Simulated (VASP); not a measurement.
# PbSe (I4/mmm) in VASP: further runs

Runs on PbSe. Level: PBE. Tasks: single point.

Everything below comes from runs of VASP 6.6.1. Logs are shortened: lines on timing, memory, paths and dates and some standing lists are left out, and cuts for length are marked.

## 1. The cell of the first run

Symmetry: I4/mmm, No. 139, tetragonal system. Conventional cell: a = 4.377 Å, b = 4.377 Å, c = 6.222 Å, α = 90.00°, β = 90.00°, γ = 90.00°. Within 4.1 Å of Pb (site symmetry 4/mmm) lie 6 Se at 3.10 to 3.11 Å. Se (site symmetry 4/mmm) has 6 Pb at 3.10 to 3.11 Å within 4.1 Å.

## 2. Single point, PBE

File INCAR:

```
PREC = Accurate
ENCUT = 520
EDIFF = 1E-7
ISMEAR = 0
SIGMA = 0.1
LREAL = F
LASPH = T
NELM = 80
ALGO = Normal
ISIF = 2
LWAVE = F
LCHARG = F
GGA = PE
ISYM = 0
NBANDS = 17
```

File KPOINTS:

```
Automatic mesh
0
Gamma
  8 8 11
```

File POSCAR:

```
PbSe
1.0
    4.3772217374     -0.0000000004      0.0000558399
   -0.0000000004      4.3772217374      0.0000558399
    2.1886507413      2.1886507413      3.1110656157
Pb Se
1 1
Direct
    0.0000000000      0.0000000000      0.0000000000
    0.5000000000      0.5000000000      0.0000000000
```

Potentials or basis: VASP PAW PBE potentials, release 64 (Pb_d, Se).

Command:

```
$ cat potpaw_PBE.64/Pb_d/POTCAR potpaw_PBE.64/Se/POTCAR > POTCAR
$ mpirun -np 1 vasp_std > vasp.out
```

OUTCAR:

```text
PREC = Accurate
   ENCUT = 520
   EDIFF = 1E-7
   ISMEAR = 0
   LREAL = F
   LASPH = T
   NELM = 80
   ISIF = 2
   GGA = PE
   ISYM = 0

 ion  position               nearest neighbor table
   1  0.000  0.000  0.000-   2 3.10   2 3.10   2 3.10   2 3.10   2 3.11   2 3.11
   2  0.500  0.500  0.000-   1 3.10   1 3.10   1 3.10   1 3.10   1 3.11   1 3.11

IMPORTANT INFORMATION: All symmetrisations will be switched off!
NOSYMM: (Re-)initialisation of all symmetry stuff for point group C_1.

----------------------------------------------------------------------------------------

                                     Primitive cell

  volume of cell :      59.6072

  direct lattice vectors                    reciprocal lattice vectors
     4.377221737 -0.000000000  0.000055840     0.228457463  0.000002050 -0.160722449
    -0.000000000  4.377221737  0.000055840     0.000002050  0.228457463 -0.160722449
     2.188650741  2.188650741  3.111065616    -0.000004101 -0.000004101  0.321439041

  length of vectors
     4.377221738  4.377221738  4.388520639     0.279328692  0.279328692  0.321439042

  position of ions in fractional coordinates (direct lattice)
     0.000000000  0.000000000  0.000000000
     0.500000000  0.500000000  1.000000000

  ion indices of the primitive-cell ions
   primitive index   ion index
                 1           1
                 2           2

----------------------------------------------------------------------------------------

 KPOINTS: Automatic mesh

Automatic generation of k-mesh.
 Grid dimensions read from file:
 generate k-points for:    8    8   11

 Generating k-lattice:

  Cartesian coordinates                     Fractional coordinates (reciprocal lattice)
     0.028557183  0.000000256 -0.020090306     0.125000000 -0.000000000  0.000000000
     0.000000256  0.028557183 -0.020090306    -0.000000000  0.125000000  0.000000000
    -0.000000373 -0.000000373  0.029221731    -0.000000000 -0.000000000  0.090909091

  Length of vectors
     0.034916086  0.034916086  0.029221731

  Shift w.r.t. Gamma in fractional coordinates (k-lattice)
     0.000000000  0.000000000  0.000000000

 Subroutine IBZKPT returns following result:
 ===========================================

 Found    354 irreducible k-points:

 Following reciprocal coordinates:
            Coordinates               Weight
  0.000000  0.000000  0.000000      1.000000
  0.125000  0.000000 -0.000000      2.000000
  0.000000 -0.125000  0.000000      2.000000
  0.250000  0.000000 -0.000000      2.000000
  0.000000 -0.250000  0.000000      2.000000
  0.375000 -0.000000 -0.000000      2.000000
[... 16 lines left out ...]
  0.375000  0.250000 -0.000000      2.000000
 -0.250000 -0.375000  0.000000      2.000000
 [... further k-points ...]
   k-points           NKPTS =    354   k-points in BZ     NKDIM =    354   number of bands    NBANDS=     17
   number of dos      NEDOS =    301   number of ions     NIONS =      2
   total plane-waves  NPLWV =  46656
   dimension x,y,z NGX =    36 NGY =   36 NGZ =   36
   dimension x,y,z NGXF=    72 NGYF=   72 NGZF=   72
   ions per type =               1   1
   NGX,Y,Z   is equivalent  to a cutoff of  13.67, 13.67, 13.64 a.u.
   NGXF,Y,Z  is equivalent  to a cutoff of  27.35, 27.35, 27.28 a.u.
 SYSTEM =  unknown system
   PREC   = accura    normal or accurate (medium, high low for compatibility)
   ISTART =      0    job   : 0-new  1-cont  2-samecut
   ICHARG =      2    charge: 1-file 2-atom 10-const
   ISPIN  =      1    spin polarized calculation?
   LNONCOLLINEAR =      F non collinear calculations
   LSORBIT =      F    spin-orbit coupling
   LASPH  =      T    aspherical Exc in radial PAW
   ENCUT  =  520.0 eV  38.22 Ry    6.18 a.u.   8.14  8.14  8.16*2*pi/ulx,y,z
   NELM   =     80;   NELMIN=  2; NELMDL= -5     # of ELM steps
   EDIFF  = 0.1E-06   stopping-criterion for ELM
   LREAL  =      F    real-space projection
   EDIFFG = 0.1E-05   stopping-criterion for IOM
   NSW    =      0    number of steps for IOM
   IBRION =     -1    ionic relax: 0-MD 1-quasi-New 2-CG
   NFREE  =      0    steps in history (QN), initial steepest desc. (CG)
   ISIF   =      2    stress and relaxation
   ISYM   =      0    0-nonsym 1-usesym 2-fastsym
   POTIM  = 0.5000    time-step for ionic-motion
   TEBEG  =    0.0;   TEEND  =   0.0 temperature during run
   PSTRESS=    0.0 pullay stress
   NELECT =      20.0000    total number of electrons
   NUPDOWN=      -1.0000    fix difference up-down
   EMIN   =  10.00;   EMAX   =-10.00  energy-range for DOS
   EFERMI =   0.00;   METHOD = LEGACY
   ISMEAR =     0;   SIGMA  =   0.10  broadening in eV -4-tet -1-fermi 0-gaus
   EFERMI_NEDOS =   21; number of points for ismear=-14 and -15
   IALGO  =     38    algorithm
   IMIX   =      4    mixing-type and parameters
     AMIX     =   0.40;   BMIX     =  1.00
     AMIX_MAG =   1.60;   BMIX_MAG =  1.00
  volume/ion in A,a.u.               =      29.80       201.12
  Fermi-wavevector in a.u.,A,eV,Ry     =   1.137589  2.149731 17.607415  1.294108
  Thomas-Fermi vector in A             =   2.274294
   LORBIT       =      0    0 simple, 1 ext, 2 COOP (PROOUT), +10 PAW based schemes
   GGA     = PE    functional components
   LHFCALC =     F    Hartree Fock is set to
   AEXX    =    0.0000 exact exchange contribution
   IVDW    =     0    specifies the selected vdW correction
   LEPSILON=     F    determine dielectric tensor
   LRPA    =     F    only Hartree local field effects (RPA)
 non-spin polarized calculation
 Gauss-broadening in eV      SIGMA  =   0.10
  energy-cutoff  :      520.00
  volume of cell :       59.61
 maximum number of plane-waves:      1639
 NGX is ok and might be reduce to    36
   NGX = 17   NGY = 17   NGZ = 17

 number of electron      20.0000002 magnetization

 Free energy of the ion-electron system (eV)
  ---------------------------------------------------
  ext. energy  EPLUGINS =         0.00000000
  ---------------------------------------------------
  free energy    TOTEN  =        -8.19718223 eV

  energy without entropy =       -8.19717772  energy(sigma->0) =       -8.19717997

 E-fermi :   4.7767     XC(G=0):  -9.3521

 val. band max:        4.5702185404   @ k =   0.5000   0.0000  -0.0000
 cond. band min:       4.9832342403   @ k =   0.5000   0.0000  -0.0000
 fundamental gap:      0.4130156999
 Fermi energy:         4.7767278060

 k-point     1 :       0.0000    0.0000    0.0000
  band No.  band energies     occupation
      1     -12.1810      2.00000
      2     -12.1810      2.00000
      3     -12.1792      2.00000
      4     -12.1763      2.00000
      5     -12.1730      2.00000
      6      -8.6746      2.00000
[... 9 lines left out ...]
     16      11.2075      0.00000
     17      12.7572      0.00000

 k-point     2 :       0.1250    0.0000   -0.0000
  band No.  band energies     occupation
      1     -12.1806      2.00000
      2     -12.1796      2.00000
      3     -12.1794      2.00000
      4     -12.1745      2.00000
      5     -12.1732      2.00000
      6      -8.5644      2.00000
[... 9 lines left out ...]
     16      11.5341      0.00000
     17      13.7829      0.00000

 k-point     3 :       0.0000   -0.1250    0.0000
  band No.  band energies     occupation
      1     -12.1806      2.00000
      2     -12.1796      2.00000
      3     -12.1794      2.00000
      4     -12.1745      2.00000
      5     -12.1732      2.00000
      6      -8.5644      2.00000
[... 9 lines left out ...]
     16      11.5341      0.00000
     17      13.7829      0.00000

 k-point     4 :       0.2500    0.0000   -0.0000
  band No.  band energies     occupation
      1     -12.1869      2.00000
      2     -12.1850      2.00000
      3     -12.1786      2.00000
      4     -12.1653      2.00000
      5     -12.1647      2.00000
      6      -8.2636      2.00000
[... 9 lines left out ...]
     16      12.3721      0.00000
     17      15.6141      0.00000

 k-point     5 :       0.0000   -0.2500    0.0000
  band No.  band energies     occupation
      1     -12.1869      2.00000
      2     -12.1850      2.00000
      3     -12.1786      2.00000
      4     -12.1653      2.00000
      5     -12.1647      2.00000
      6      -8.2636      2.00000
[... 9 lines left out ...]
     16      12.3721      0.00000
     17      15.6141      0.00000

 k-point     6 :       0.3750   -0.0000   -0.0000
  band No.  band energies     occupation
      1     -12.1939      2.00000
      2     -12.1920      2.00000
      3     -12.1776      2.00000
      4     -12.1557      2.00000
      5     -12.1546      2.00000
      6      -7.8888      2.00000
[... 9 lines left out ...]
     16      13.6454      0.00000
     17      15.8967      0.00000

 k-point     7 :       0.0000   -0.3750    0.0000
  band No.  band energies     occupation
      1     -12.1939      2.00000
      2     -12.1920      2.00000
      3     -12.1776      2.00000
      4     -12.1557      2.00000
      5     -12.1546      2.00000
      6      -7.8888      2.00000
[... 9 lines left out ...]
     16      13.6454      0.00000
     17      15.8967      0.00000

 k-point     8 :       0.5000    0.0000   -0.0000
  band No.  band energies     occupation
      1     -12.1967      2.00000
      2     -12.1950      2.00000
      3     -12.1772      2.00000
      4     -12.1517      2.00000
      5     -12.1504      2.00000
      6      -7.6977      2.00000
[... 9 lines left out ...]
     16      14.7601      0.00000
     17      14.7933      0.00000
[... 203 lines left out ...]
      1     -12.1927      2.00000
      2     -12.1830      2.00000
      3     -12.1775      2.00000
      4     -12.1684      2.00000
      5     -12.1633      2.00000
      6      -8.2847      2.00000
[... 9 lines left out ...]
     16      13.0202      0.00000
     17      14.4558      0.00000

 k-point    20 :      -0.1250    0.2500   -0.0000
  band No.  band energies     occupation
      1     -12.1927      2.00000
      2     -12.1830      2.00000
      3     -12.1775      2.00000
      4     -12.1684      2.00000
      5     -12.1633      2.00000
      6      -8.2847      2.00000
[... 9 lines left out ...]
     16      13.0202      0.00000
     17      14.4530      0.00000

 k-point    21 :      -0.1250    0.1250    0.0000
  band No.  band energies     occupation
      1     -12.1832      2.00000
      2     -12.1821      2.00000
      3     -12.1757      2.00000
      4     -12.1737      2.00000
      5     -12.1728      2.00000
      6      -8.5258      2.00000
[... 9 lines left out ...]
     16      12.1480      0.00000
     17      13.1997      0.00000

 k-point    22 :       0.2500    0.2500   -0.0000
  band No.  band energies     occupation
      1     -12.2061      2.00000
      2     -12.1867      2.00000
      3     -12.1705      2.00000
      4     -12.1618      2.00000
      5     -12.1599      2.00000
      6      -7.7439      2.00000
[... 9 lines left out ...]
     16      14.0479      0.00000
     17      14.9205      0.00000

 k-point    23 :       0.3750    0.2500   -0.0000
  band No.  band energies     occupation
      1     -12.2238      2.00000
      2     -12.1825      2.00000
      3     -12.1714      2.00000
      4     -12.1611      2.00000
      5     -12.1517      2.00000
      6      -7.5108      2.00000
[... 9 lines left out ...]
     16      13.8256      0.00000
     17      16.1815      0.00000

 k-point    24 :      -0.2500   -0.3750    0.0000
  band No.  band energies     occupation
      1     -12.2238      2.00000
      2     -12.1825      2.00000
      3     -12.1714      2.00000
      4     -12.1611      2.00000
      5     -12.1517      2.00000
      6      -7.5108      2.00000
[... 9 lines left out ...]
     16      13.8256      0.00000
     17      16.1815      0.00000

 [... further k-points ...]
[... 5 lines left out ...]
  --------------------------------------------------------------------------------------
  -------------------------------------------------------------------------------------
  Total        0.2065503      0.2065498      0.0105022     -0.0008081      0.0001205      0.0001205
  in kB        5.5518515      5.5518384      0.2822883     -0.0217210      0.0032385      0.0032390
  external PRESSURE =       3.7953261 kB  Pullay stress =       0.0000000 kB

 VOLUME and BASIS-vectors are now :
 -----------------------------------------------------------------------------
  energy-cutoff  :      520.00
  volume of cell :       59.61
      direct lattice vectors                 reciprocal lattice vectors
     4.377221737 -0.000000000  0.000055840     0.228457463  0.000002050 -0.160722449
    -0.000000000  4.377221737  0.000055840     0.000002050  0.228457463 -0.160722449
     2.188650741  2.188650741  3.111065616    -0.000004101 -0.000004101  0.321439041

 POSITION                                       TOTAL-FORCE (eV/Angst)
 -----------------------------------------------------------------------------------
      0.00000      0.00000      0.00000         0.000000      0.000000     -0.000001
      2.18861      2.18861      0.00006        -0.000000     -0.000000      0.000001
 -----------------------------------------------------------------------------------
    total drift:                                0.000000      0.000001     -0.000001

  FREE ENERGIE OF THE ION-ELECTRON SYSTEM (eV)
  ---------------------------------------------------
  free  energy   TOTEN  =        -8.1971822272 eV

  energy  without entropy=       -8.1971777197  energy(sigma->0) =       -8.19717997
```

Run time: 3.3 min. Hardware: 1 thread of Intel Xeon Platinum 8559C (Emerald Rapids), shared host; peak memory 0.49 GiB.

What came out:

```
Free energy            : -8.1972 eV
Pressure               : 0.4 GPa
Band gap on the k mesh : 0.41 eV
```

Stress tensor (GPa, compression positive):
```
0.56 0.00 0.00
0.00 0.56 0.00
0.00 0.00 0.03
```

Caveat: spin-orbit coupling is left out, which moves the levels of the heavy elements.

[end of part 1 of 2]
